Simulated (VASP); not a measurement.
Here is a VASP 6.6.1 calculation.

INCAR

```
  PREC = Accurate
  ENCUT = 520
  EDIFF = 1E-7
  ISMEAR = 0
  SIGMA = 0.01
  LREAL = F
  LASPH = T
  NELM = 150
  ALGO = Normal
  ISIF = 2
  LWAVE = F
  LCHARG = F
  MAGMOM = 0 0 0 0 0 0 0 0 0 0 0 0
  LORBIT = 11
  LSORBIT = T
  GGA_COMPAT = F
  LORBMOM = T
  GGA = PS
  NBANDS = 30
```

The input KPOINTS:

```
Automatic mesh
0
Gamma
  9 9 6
```

POSCAR

```
BN
1.0
    2.5151549549      0.0000000000      0.0000000000
   -1.2575774774      2.1781880854      0.0000000000
    0.0000000000      0.0000000000      4.1606277791
B N
2 2
Direct
    0.3333333333      0.6666666667     -0.0001250336
    0.6666666667      0.3333333333      0.4998749664
    0.3333333333      0.6666666667      0.3741250336
    0.6666666667      0.3333333333      0.8741250336
```

Potentials or basis: VASP PAW PBE potentials, release 64 (B, N).

The run is started by

```sh
$ cat potpaw_PBE.64/B/POTCAR potpaw_PBE.64/N/POTCAR > POTCAR
$ mpirun -np 1 vasp_ncl > vasp.out
```

Task: What does it give for the pressure?

Result: 13.2 GPa.

Task: Estimate the largest force.

Result: 0.004 eV/Å.

Task: Estimate the net moment.

Result: 0.00 μB per cell.

Moments on the atoms (μB; x, y, z):
```
B   0.00 0.00 0.00
B   0.00 0.00 0.00
N   0.00 0.00 0.00
N   0.00 0.00 0.00
```

Caveat: the PAW data sets were made with another functional, which shifts forces and pressure a little.
